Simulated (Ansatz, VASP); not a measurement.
NaMgBr3 in VASP and in Ansatz

INCAR

```
PREC = Accurate
ENCUT = 520
EDIFF = 1E-7
ISMEAR = -1
SIGMA = 0.02
LREAL = False
LASPH = True
NELM = 60
ALGO = Normal
ISIF = 2
LWAVE = False
LCHARG = False
GGA = PE
NBANDS = 23
```

The input KPOINTS:

```
regular mesh
0
Gamma
  6 6 6
```

The input POSCAR:

```
NaMgBr3
1.0
    5.5322432244      0.0000000000      0.0000000000
    0.0000000000      5.5322432244      0.0000000000
    0.0000000000      0.0000000000      5.1222681275
Na Mg Br
1 1 3
Direct
    0.0000000000      0.0000000000      0.0000000000
    0.5000000000      0.5000000000      0.5000000000
    0.5000000000      0.5000000000      0.0000000000
    0.5000000000      0.0000000000      0.5000000000
    0.0000000000      0.5000000000      0.5000000000
```

Input for Ansatz:

```yaml
crystal:
  lattice:
    - [5.5322432244, 0.0, 0.0]
    - [0.0, 5.5322432244, 0.0]
    - [0.0, 0.0, 5.1222681275]
  atoms:
    - { symbol: Na, position: [0.0, 0.0, 0.0] }
    - { symbol: Mg, position: [0.5, 0.5, 0.5] }
    - { symbol: Br, position: [0.5, 0.5, 0.0] }
    - { symbol: Br, position: [0.5, 0.0, 0.5] }
    - { symbol: Br, position: [0.0, 0.5, 0.5] }
kpoints:
  mp_grid: { grid: [6, 6, 6] }
  band_path:
    path: [[0.0, 0.0, 0.0], [0.0, 0.5, 0.0], [0.5, 0.5, 0.0], [0.5, 0.5, 0.5]]
    npoints: 1
hamiltonian:
  xc: pbe
scf:
  occupations: { method: fermi_dirac, width: 0.02 }
  n_extra_bands: 5
output:
  forces: true
  stress: true
  eigenvalues: true
```

Change from the starting cell: epitaxial_xy strain +5.0%.

Alike in both runs: task single point; functional PBE; k mesh 6 × 6 × 6; occupations fermi-dirac, width 0.02 eV; no spin polarisation.

```csv
,VASP,Ansatz
version,VASP 6.6.1,Ansatz 0.2.0
potentials or method,"VASP PAW PBE potentials, release 64 (Na_pv, Mg, Br)","plane waves, PAW"
plane-wave cutoff (eV),520,420
valence electrons in the cell,30,40
```

```tsv
	VASP	Ansatz	Ansatz less VASP
gap on the k mesh at the Fermi level (eV)	2.57	2.59	+0.021
pressure (GPa)	-0.9	-0.8	+0.06
traceless stress, the component that is largest in VASP (GPa)	1.48	1.48	+0.006
```

VASP's potentials hold 30 valence electrons a cell and Ansatz's 40, so a difference there can come from the potentials and not from the codes.
